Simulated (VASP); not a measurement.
# Cu3O2 (I4/mmm) in VASP: settings compared, part 2 of 2

VASP 6.6.1.

### 4 Single point, LDA

This run uses another cell than the first one, of 12.03 Å³/atom.

Contents of INCAR:

```
PREC = Accurate
ENCUT = 700
EDIFF = 1E-6
ISMEAR = -1
SIGMA = 0.05
LREAL = F
LASPH = T
NELM = 120
ALGO = Normal
ISIF = 2
LWAVE = F
LCHARG = F
GGA = CA
NBANDS = 42
GGA_COMPAT = F
```

Contents of KPOINTS:

```
Automatic mesh
0
Gamma
  9 9 9
```

Contents of POSCAR:

```
Cu3O2
1.0
   -2.0229820000      2.0229820000      3.6736170000
    2.0229820000     -2.0229820000      3.6736170000
    2.0229820000      2.0229820000     -3.6736170000
Cu O
3 2
Direct
    0.0000000000      0.0000000000      0.0000000000
    0.7500000000      0.2500000000      0.5000000000
    0.2500000000      0.7500000000      0.5000000000
    0.5000000000      0.0000000000      0.5000000000
    0.0000000000      0.5000000000      0.5000000000
```

Potentials or basis: VASP PAW LDA potentials, release 64 (Cu_sv_GW, O).

The run is started by

```
cat potpaw_LDA.64/Cu_sv_GW/POTCAR potpaw_LDA.64/O/POTCAR > POTCAR
mpirun -np 1 vasp_std > vasp.out
```

OUTCAR:

```text
PREC = Accurate
   ENCUT = 700
   EDIFF = 1E-6
   ISMEAR = -1
   LREAL = F
   LASPH = T
   NELM = 120
   ISIF = 2
   GGA = CA

 ion  position               nearest neighbor table
   1  0.000  0.000  0.000-   4 2.02   5 2.02   5 2.02   4 2.02
   2  0.750  0.250  0.500-   4 1.84   5 1.84
   3  0.250  0.750  0.500-   4 1.84   5 1.84
   4  0.500  0.000  0.500-   2 1.84   3 1.84   1 2.02   1 2.02
   5  0.000  0.500  0.500-   2 1.84   3 1.84   1 2.02   1 2.02

  LATTYP: Found a body centered tetragonal cell.
 ALAT       =     4.0459640000
 C/A-ratio  =     1.8159415160

  Lattice vectors:

 A1 = (  -2.0229820000,   2.0229820000,   3.6736170000)
 A2 = (   2.0229820000,  -2.0229820000,   3.6736170000)
 A3 = (   2.0229820000,   2.0229820000,  -3.6736170000)

Analysis of symmetry for initial positions (statically):
=====================================================================
 Subroutine PRICEL returns:
 Original cell was already a primitive cell.

 Routine SETGRP: Setting up the symmetry group for a
 body centered tetragonal supercell.
[... 166 lines left out ...]
  ext. energy  EPLUGINS =         0.00000000
  ---------------------------------------------------
  free energy    TOTEN  =       -27.52520621 eV

  energy without entropy =      -27.50829505  energy(sigma->0) =      -27.51675063

 E-fermi :   3.9689     XC(G=0): -12.0849

 val. band max:        3.9583830843   @ k =  -0.3333   0.4444   0.2222
 cond. band min:       3.9865316068   @ k =  -0.3333  -0.3333   0.1111
 fundamental gap:      0.0281485225
 Fermi energy:         3.9688583227

 k-point     1 :       0.0000    0.0000    0.0000
  band No.  band energies     occupation
      1    -107.3938      2.00000
      2    -107.1070      2.00000
      3    -107.1057      2.00000
      4     -65.3835      2.00000
      5     -65.3835      2.00000
      6     -65.3455      2.00000
[... 1069 lines left out ...]
     41      14.4655      0.00000
     42      14.7416      0.00000

 [... further k-points ...]
[... 5 lines left out ...]
  --------------------------------------------------------------------------------------
  -------------------------------------------------------------------------------------
  Total       -4.4624342     -4.4624342     -7.2506973      0.0000000      0.0000000      0.0000000
  in kB     -118.8897737   -118.8897737   -193.1756817      0.0000000      0.0000000      0.0000000
  external PRESSURE =    -143.6517431 kB  Pullay stress =       0.0000000 kB

 VOLUME and BASIS-vectors are now :
 -----------------------------------------------------------------------------
  energy-cutoff  :      700.00
  volume of cell :       60.14
      direct lattice vectors                 reciprocal lattice vectors
    -2.022982000  2.022982000  3.673617000     0.000000000  0.247159886  0.136105642
     2.022982000 -2.022982000  3.673617000     0.247159886  0.000000000  0.136105642
     2.022982000  2.022982000 -3.673617000     0.247159886  0.247159886  0.000000000

 POSITION                                       TOTAL-FORCE (eV/Angst)
 -----------------------------------------------------------------------------------
      0.00000      0.00000      0.00000         0.000000      0.000000      0.000000
      0.00000      2.02298      1.83681         0.000000     -0.000000     -0.000000
      2.02298      0.00000      1.83681        -0.000000      0.000000      0.000000
      0.00000      2.02298      0.00000         0.000000      0.000000      0.000000
      2.02298      0.00000      0.00000         0.000000      0.000000      0.000000
 -----------------------------------------------------------------------------------
    total drift:                                0.000000     -0.000000     -0.000000

  FREE ENERGIE OF THE ION-ELECTRON SYSTEM (eV)
  ---------------------------------------------------
  free  energy   TOTEN  =       -27.5252062135 eV

  energy  without entropy=      -27.5082950491  energy(sigma->0) =      -27.51675063
```

OSZICAR:

```text
N       E                     dE             d eps       ncg     rms          rms(c)
DAV:   1     0.182038448296E+04    0.18204E+04   -0.46136E+04  9084   0.560E+03
DAV:   2     0.255745966695E+03   -0.15646E+04   -0.15123E+04  9142   0.140E+03
DAV:   3    -0.107070050683E+02   -0.26645E+03   -0.25055E+03 11954   0.804E+02
DAV:   4    -0.332037229576E+02   -0.22497E+02   -0.21518E+02 12314   0.270E+02
DAV:   5    -0.345570723774E+02   -0.13533E+01   -0.13350E+01 11880   0.562E+01    0.191E+01
DAV:   6    -0.331507286555E+02    0.14063E+01   -0.71463E+01 11400   0.363E+02    0.182E+01
DAV:   7    -0.275155102219E+02    0.56352E+01   -0.25565E+01 10040   0.287E+02    0.437E+00
DAV:   8    -0.276365189308E+02   -0.12101E+00   -0.26311E+00 12240   0.506E+01    0.299E+00
DAV:   9    -0.275782108350E+02    0.58308E-01   -0.43537E-01 10736   0.558E+01    0.219E+00
DAV:  10    -0.275318907037E+02    0.46320E-01   -0.23379E-01 11696   0.307E+01    0.637E-01
DAV:  11    -0.275263505390E+02    0.55402E-02   -0.23137E-02 11760   0.417E+00    0.411E-01
DAV:  12    -0.275252972295E+02    0.10533E-02   -0.89520E-03 12160   0.247E+00    0.887E-02
DAV:  13    -0.275252137670E+02    0.83463E-04   -0.56448E-04 11664   0.459E-01    0.383E-02
DAV:  14    -0.275252105430E+02    0.32240E-05   -0.11265E-04 12248   0.333E-01    0.147E-02
DAV:  15    -0.275252062815E+02    0.42615E-05   -0.14951E-05  9568   0.927E-02    0.312E-03
DAV:  16    -0.275252062135E+02    0.68030E-07   -0.62071E-07  4664   0.371E-02
   1 F= -.27525206E+02 E0= -.27516751E+02  d E =-.169112E-01
```

stdout:

```text
POSCAR found type information on POSCAR CuO
 POSCAR found :  2 types and       5 ions
 scaLAPACK will be used
 LDA part: xc-table for (Slater(with rela. corr.)+CA(PZ))
 , standard interpolation
 POSCAR, INCAR and KPOINTS ok, starting setup
 FFT: planning ... GRIDC
 FFT: planning ... GRID_SOFT
 FFT: planning ... GRID
 WAVECAR not read
 entering main loop
```

It took 3.8 min on 1 thread of Intel Xeon 6975P-C (Granite Rapids), shared host; peak memory 0.38 GiB.

What came out:

| Item | Value |
| --- | --- |
| Free energy | -27.5252 eV |
| Pressure | -14.4 GPa |
| Band gap on the k mesh | zero (an odd number of electrons rules out a gap without spin polarisation) |

Stress tensor (GPa, compression positive):
```
-11.89   0.00   0.00
  0.00 -11.89   0.00
  0.00   0.00 -19.32
```

Levels at points of the mesh, in eV from the Fermi level:
```
           k point  band 31  band 32  band 33  band 34  band 35  band 36  band 37  band 38  band 39  band 40
(0.00, 0.00, 0.00)    -1.62    -1.46    -0.75    -0.75     0.38     0.48     5.12     5.12     6.76     7.25
```

Caveat: the cell stands under tension; an odd number of electrons without spin polarisation forces a metal; a magnetic or distorted state may lie lower. With open d or f shells a metallic result of LDA can be an artefact of self-interaction; +U or a hybrid may open a gap.

### 5 Single point, PBE

This run uses another cell than the first one, of 10.06 Å³/atom.

Contents of INCAR:

```
ALGO = Normal ; EDIFF = 1E-6
ENCUT = 520 ; GGA = PE
ISIF = 2 ; ISMEAR = -1
LASPH = True ; LCHARG = True
LELF = True ; LREAL = False
LVHAR = True ; LWAVE = False
NBANDS = 30 ; NELM = 60
PREC = Accurate ; SIGMA = 0.05
```

Contents of KPOINTS:

```
k-points
0
Gamma
  9 9 9
```

POSCAR: that of step 4 with these lines changed.

```diff
@@ -2,5 +2,5 @@
 1.0
-   -2.0229820000      2.0229820000      3.6736170000
-    2.0229820000     -2.0229820000      3.6736170000
-    2.0229820000      2.0229820000     -3.6736170000
+   -1.8685134296      1.8685134296      3.6033565897
+    1.8685134296     -1.8685134296      3.6033565897
+    1.8685134296      1.8685134296     -3.6033565897
 Cu O
```

Potentials or basis: VASP PAW PBE potentials, release 64 (Cu, O).

The run is started by

```
cat potpaw_PBE.64/Cu/POTCAR potpaw_PBE.64/O/POTCAR > POTCAR
mpirun -np 1 vasp_std > vasp.out
```

OUTCAR:

```text
EDIFF = 1E-6
   ENCUT = 520
   GGA = PE
   ISIF = 2
   ISMEAR = -1
   LASPH = True
   LREAL = False
   NELM = 60
   PREC = Accurate

 ion  position               nearest neighbor table
   1  0.000  0.000  0.000-   4 1.87   5 1.87   5 1.87   4 1.87   2 2.60   3 2.60   2 2.60   3 2.60
                             2 2.60   2 2.60   3 2.60   3 2.60
   2  0.750  0.250  0.500-   4 1.80   5 1.80   1 2.60   1 2.60   1 2.60   1 2.60   3 2.64   3 2.64
                             3 2.64   3 2.64
   3  0.250  0.750  0.500-   4 1.80   5 1.80   1 2.60   1 2.60   1 2.60   1 2.60   2 2.64   2 2.64
                             2 2.64   2 2.64
   4  0.500  0.000  0.500-   2 1.80   3 1.80   1 1.87   1 1.87
   5  0.000  0.500  0.500-   2 1.80   3 1.80   1 1.87   1 1.87

  LATTYP: Found a body centered tetragonal cell.
 ALAT       =     3.7370268592
 C/A-ratio  =     1.9284617026

  Lattice vectors:

 A1 = (  -1.8685134296,   1.8685134296,   3.6033565897)
 A2 = (   1.8685134296,  -1.8685134296,   3.6033565897)
 A3 = (   1.8685134296,   1.8685134296,  -3.6033565897)

Analysis of symmetry for initial positions (statically):
=====================================================================
 Subroutine PRICEL returns:
 Original cell was already a primitive cell.

 Routine SETGRP: Setting up the symmetry group for a
 body centered tetragonal supercell.

 Subroutine GETGRP returns: Found 16 space group operations
 (whereof 16 operations were pure point group operations)
 out of a pool of 16 trial point group operations.

The static configuration has the point symmetry D_4h.

Analysis of symmetry for dynamics (positions and initial velocities):
=====================================================================
 Subroutine PRICEL returns:
 Original cell was already a primitive cell.

 Routine SETGRP: Setting up the symmetry group for a
 body centered tetragonal supercell.

 Subroutine GETGRP returns: Found 16 space group operations
 (whereof 16 operations were pure point group operations)
 out of a pool of 16 trial point group operations.

The dynamic configuration has the point symmetry D_4h.

 Subroutine INISYM returns: Found 16 space group operations
 (whereof 16 operations are pure point group operations),
 and found     1 'primitive' translations

----------------------------------------------------------------------------------------

                                     Primitive cell

  volume of cell :      50.3222

  direct lattice vectors                    reciprocal lattice vectors
    -1.868513430  1.868513430  3.603356590     0.000000000  0.267592404  0.138759511
     1.868513430 -1.868513430  3.603356590     0.267592404  0.000000000  0.138759511
     1.868513430  1.868513430 -3.603356590     0.267592404  0.267592404  0.000000000

  length of vectors
     4.468429655  4.468429655  4.468429655     0.301429754  0.301429754  0.378432807

  position of ions in fractional coordinates (direct lattice)
     0.000000000  0.000000000  0.000000000
     0.750000000  0.250000000  0.500000000
     0.250000000  0.750000000  0.500000000
     0.500000000  0.000000000  0.500000000
     0.000000000  0.500000000  0.500000000

  ion indices of the primitive-cell ions
   primitive index   ion index
                 1           1
                 2           2
                 3           3
                 4           4
                 5           5

[... 22 lines left out ...]
 ===========================================

 Found     75 irreducible k-points:

 Following reciprocal coordinates:
            Coordinates               Weight
  0.000000  0.000000  0.000000      1.000000
  0.111111 -0.000000  0.000000      8.000000
  0.222222 -0.000000  0.000000      8.000000
  0.333333  0.000000  0.000000      8.000000
  0.444444 -0.000000  0.000000      8.000000
  0.111111  0.111111  0.000000      8.000000
[... 16 lines left out ...]
 -0.333333  0.333333  0.000000      4.000000
  0.444444  0.444444  0.000000      8.000000
 [... further k-points ...]
   k-points           NKPTS =     75   k-points in BZ     NKDIM =     75   number of bands    NBANDS=     30
   number of dos      NEDOS =    301   number of ions     NIONS =      5
   total plane-waves  NPLWV =  46656
   dimension x,y,z NGX =    36 NGY =   36 NGZ =   36
   dimension x,y,z NGXF=    72 NGYF=   72 NGZF=   72
   ions per type =               3   2
   NGX,Y,Z   is equivalent  to a cutoff of  13.39, 13.39, 13.39 a.u.
   NGXF,Y,Z  is equivalent  to a cutoff of  26.79, 26.79, 26.79 a.u.
 SYSTEM =  unknown system
   PREC   = accura    normal or accurate (medium, high low for compatibility)
   ISTART =      0    job   : 0-new  1-cont  2-samecut
   ICHARG =      2    charge: 1-file 2-atom 10-const
   ISPIN  =      1    spin polarized calculation?
   LNONCOLLINEAR =      F non collinear calculations
   LSORBIT =      F    spin-orbit coupling
   LASPH  =      T    aspherical Exc in radial PAW
   ENCUT  =  520.0 eV  38.22 Ry    6.18 a.u.   8.31  8.31  8.31*2*pi/ulx,y,z
   NELM   =     60;   NELMIN=  2; NELMDL= -5     # of ELM steps
   EDIFF  = 0.1E-05   stopping-criterion for ELM
   LREAL  =      F    real-space projection
   EDIFFG = 0.1E-04   stopping-criterion for IOM
   NSW    =      0    number of steps for IOM
   IBRION =     -1    ionic relax: 0-MD 1-quasi-New 2-CG
   NFREE  =      0    steps in history (QN), initial steepest desc. (CG)
   ISIF   =      2    stress and relaxation
   ISYM   =      2    0-nonsym 1-usesym 2-fastsym
   POTIM  = 0.5000    time-step for ionic-motion
   TEBEG  =    0.0;   TEEND  =   0.0 temperature during run
   PSTRESS=    0.0 pullay stress
   NELECT =      45.0000    total number of electrons
   NUPDOWN=      -1.0000    fix difference up-down
   EMIN   =  10.00;   EMAX   =-10.00  energy-range for DOS
   EFERMI =   0.00;   METHOD = LEGACY
   ISMEAR =    -1;   SIGMA  =   0.05  broadening in eV -4-tet -1-fermi 0-gaus
   EFERMI_NEDOS =   21; number of points for ismear=-14 and -15
   IALGO  =     38    algorithm
   IMIX   =      4    mixing-type and parameters
     AMIX     =   0.40;   BMIX     =  1.00
     AMIX_MAG =   1.60;   BMIX_MAG =  1.00
  volume/ion in A,a.u.               =      10.06        67.92
  Fermi-wavevector in a.u.,A,eV,Ry     =   1.577221  2.980515 33.846191  2.487625
  Thomas-Fermi vector in A             =   2.677936
   LORBIT       =      0    0 simple, 1 ext, 2 COOP (PROOUT), +10 PAW based schemes
   GGA     = PE    functional components
   LHFCALC =     F    Hartree Fock is set to
   AEXX    =    0.0000 exact exchange contribution
   IVDW    =     0    specifies the selected vdW correction
   LEPSILON=     F    determine dielectric tensor
   LRPA    =     F    only Hartree local field effects (RPA)
 non-spin polarized calculation
  energy-cutoff  :      520.00
  volume of cell :       50.32
 maximum number of plane-waves:      1370
 NGX is ok and might be reduce to    36
   NGX = 17   NGY = 17   NGZ = 17

 number of electron      44.9999990 magnetization

 Free energy of the ion-electron system (eV)
  ---------------------------------------------------
  ext. energy  EPLUGINS =         0.00000000
  ---------------------------------------------------
  free energy    TOTEN  =       -21.86289372 eV

  energy without entropy =      -21.84926002  energy(sigma->0) =      -21.85607687

 E-fermi :   6.6098     XC(G=0): -12.2042

 val. band max:        6.6076972824   @ k =   0.4444   0.1111   0.0000
 cond. band min:       6.6466287348   @ k =  -0.1111  -0.2222   0.1111
 fundamental gap:      0.0389314524
 Fermi energy:         6.6097737286

 k-point     1 :       0.0000    0.0000    0.0000
  band No.  band energies     occupation
      1     -13.9138      2.00000
      2     -12.1441      2.00000
      3      -0.7315      2.00000
      4      -0.1166      2.00000
      5      -0.1166      2.00000
      6       0.4904      2.00000
[... 781 lines left out ...]
     29      17.4728      0.00000
     30      18.7219      0.00000

 [... further k-points ...]
[... 5 lines left out ...]
  --------------------------------------------------------------------------------------
  -------------------------------------------------------------------------------------
  Total        9.6744034      9.6744034     10.0597391      0.0000000     -0.0000000      0.0000000
  in kB      308.0172882    308.0172882    320.2857510      0.0000000     -0.0000000      0.0000000
  external PRESSURE =     312.1067758 kB  Pullay stress =       0.0000000 kB

 VOLUME and BASIS-vectors are now :
 -----------------------------------------------------------------------------
  energy-cutoff  :      520.00
  volume of cell :       50.32
      direct lattice vectors                 reciprocal lattice vectors
    -1.868513430  1.868513430  3.603356590     0.000000000  0.267592404  0.138759511
     1.868513430 -1.868513430  3.603356590     0.267592404  0.000000000  0.138759511
     1.868513430  1.868513430 -3.603356590     0.267592404  0.267592404  0.000000000

 POSITION                                       TOTAL-FORCE (eV/Angst)
 -----------------------------------------------------------------------------------
      0.00000      0.00000      0.00000         0.000000      0.000000     -0.000000
      0.00000      1.86851      1.80168         0.000000     -0.000000      0.000000
      1.86851      0.00000      1.80168        -0.000000      0.000000     -0.000000
      0.00000      1.86851      0.00000         0.000000      0.000000     -0.000000
      1.86851      0.00000      0.00000         0.000000      0.000000     -0.000000
 -----------------------------------------------------------------------------------
    total drift:                                0.000000      0.000000      0.000000

  FREE ENERGIE OF THE ION-ELECTRON SYSTEM (eV)
  ---------------------------------------------------
  free  energy   TOTEN  =       -21.8628937154 eV

  energy  without entropy=      -21.8492600208  energy(sigma->0) =      -21.85607687
```

Run time: 4.1 min. Hardware: 1 thread of AMD EPYC 7R43 (Zen 3), shared host; peak memory 0.21 GiB.

Results:

| Item | Value |
| --- | --- |
| Free energy | -21.8629 eV |
| Pressure | 31.2 GPa |
| Band gap on the k mesh | zero (an odd number of electrons rules out a gap without spin polarisation) |

Levels at points of the mesh, in eV from the Fermi level:
| k point | band 19 | band 20 | band 21 | band 22 | band 23 | band 24 | band 25 | band 26 | band 27 | band 28 |
| --- | --- | --- | --- | --- | --- | --- | --- | --- | --- | --- |
| (0.00, 0.00, 0.00) | -1.99 | -1.71 | -1.32 | -1.32 | 0.47 | 0.51 | 5.28 | 5.28 | 7.75 | 7.94 |

Caveat: the cell stands under pressure; an odd number of electrons without spin polarisation forces a metal; a magnetic or distorted state may lie lower. With open d or f shells a metallic result of PBE can be an artefact of self-interaction; +U or a hybrid may open a gap.

### 6 Overview

| level | potentials or basis | cell | cutoff (eV) | gap on the mesh (eV) | pressure (GPa) |
| --- | --- | --- | --- | --- | --- |
| LDA | VASP PAW LDA potentials, release 64 (Cu_sv_GW, O) | a = 4.532 Å, angles 128.9, 128.9, 75.2°, 5 atoms | 700 | none | -2.5 |
| PBE | VASP PAW PBE potentials, release 64 (Cu_sv_GW, O) | a = 4.656 Å, angles 128.5, 128.5, 75.8°, 5 atoms | 700 | none | -2.3 |
| LDA | VASP PAW LDA potentials, release 64 (Cu_sv_GW, O) | a = 4.656 Å, angles 128.5, 128.5, 75.8°, 5 atoms | 700 | none | -14.4 |
| PBE | VASP PAW PBE potentials, release 64 (Cu, O) | a = 4.468 Å, angles 130.6, 130.6, 72.5°, 5 atoms | 520 | none | 31.2 |

Alike in all rows: task single point; no spin polarisation; k mesh 9 × 9 × 9; smearing fermi-dirac 0.05 eV.

Caveats: an odd number of electrons without spin polarisation forces a metal; a magnetic or distorted state may lie lower; the cell stands under tension (at least some runs); the cell stands under pressure (at least some runs).

Absolute energies hang on the potentials; compare differences alone.
